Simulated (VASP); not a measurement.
**BN: single point with HSE06**

BN:

```xyz
2
Lattice="0.0000 3.2929 2.1633 1.2510 0.0000 2.1633 1.2510 3.2929 0.0000" Properties=species:S:1:pos:R:3 pbc="T T T"
B     1.2510    3.2929    0.0005
N     1.2510    3.2929    2.8840
```

```json
{
 "Program": "VASP 6.6.1",
 "Task": "single point",
 "Functional": "HSE06",
 "Potentials or basis": "VASP PAW PBE potentials, release 64 (B, N)",
 "Cutoff": "520 eV",
 "k mesh": "8 × 8 × 8",
 "Occupations": "gaussian, width 0.01 eV",
 "Spin": "no spin polarisation"
}
```

The pressure is -0.2 GPa. The largest force is 0.003 eV/Å and the band gap on the k mesh is 4.68 eV (least direct gap 6.16 eV).

Forces in eV/Å, atoms in the order of the input:
```
B    0.000  0.000  0.003
N    0.000  0.000 -0.003
```

Stress tensor (GPa, compression positive):
```
-1.80  0.00  0.00
 0.00  2.93  0.00
 0.00  0.00 -1.77
```

Levels at points of the mesh, in eV from the valence-band top:
```
           k point  band 1  band 2  band 3  band 4  band 5  band 6  band 7  band 8  band 9
(0.00, 0.00, 0.00)  -19.92   -4.75   -1.82   -1.82    6.19   13.10   13.22   15.22   16.44
(0.50, 0.00, 0.00)  -16.40  -10.09   -4.86   -1.27    5.76   11.30   15.07   17.81   22.30
(0.50, 0.50, 0.00)  -16.47  -10.24   -4.85   -0.51    7.45   10.81   13.71   15.42   21.36
(0.50, 0.00, 0.50)  -19.59   -7.12   -1.86   -1.81   11.83   13.03   13.15   14.03   18.48
(0.00, 0.50, 0.50)  -16.29   -9.93   -4.93   -1.94    4.68   11.26   16.53   21.24   22.42
```

It took 2.3 h on 1 thread of Oxide Virtual Turin-like Processor, with other jobs on the host, peak memory 0.23 GiB.

Caveat: the PAW data sets were made with another functional, which shifts forces and pressure a little. A k mesh can miss the band edges.
